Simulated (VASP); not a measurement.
Write the native input for VASP 6.6.1 that does the following.

```yaml
Task: single point
Functional: LDA
Potentials_or_basis: VASP PAW LDA potentials, release 64 (Al, Ru_pv)
Cutoff: 520 eV
k_mesh: 10 × 10 × 10
Occupations: methfessel-paxton, width 0.1 eV
Spin: no spin polarisation
Dipole_correction: no
Further_INCAR_settings: ALGO = Normal; EDIFF = 1e-06; NBANDS = 16
```

The structure of AlRu lies in POSCAR:

```
AlRu
1.0
    3.0693384252      0.0000000000      0.0000000000
    0.0000000000      3.0693384252      0.0000000000
    0.0000000000      0.0000000000      3.0693384252
Al Ru
1 1
Direct
    0.0000000000      0.0000000000      0.0000000000
    0.5000000000      0.5000000000      0.5000000000
```

One way to write it, as run:

INCAR

```
PREC     = Accurate       # precision mode
ENCUT    = 520            # plane-wave cutoff, eV
EDIFF    = 1E-6           # SCF threshold, eV
ISMEAR   = 1              # smearing method
SIGMA    = 0.1            # smearing width, eV
LREAL    = F              # projectors in reciprocal space
LASPH    = T              # aspherical terms in the spheres
NELM     = 60             # most SCF steps
ALGO     = Normal         # electronic algorithm
ISIF     = 2              # what is computed and relaxed
LWAVE    = F              # write WAVECAR
LCHARG   = T              # write CHGCAR
LELF     = T              # ELF
LVHAR    = T            
NBANDS   = 16             # bands
```

KPOINTS

```
regular mesh
0
Gamma
  10 10 10
```

Potentials or basis: VASP PAW LDA potentials, release 64 (Al, Ru_pv).

Command:

```bash
$ cat potpaw_LDA.64/Al/POTCAR potpaw_LDA.64/Ru_pv/POTCAR > POTCAR
$ mpirun -np 1 vasp_std > vasp.out
```

It gave:

```
Pressure : -20.4 GPa
```

Wall time 26 s on 1 thread of AMD EPYC 7R13, on a shared host, peak memory 0.14 GiB.
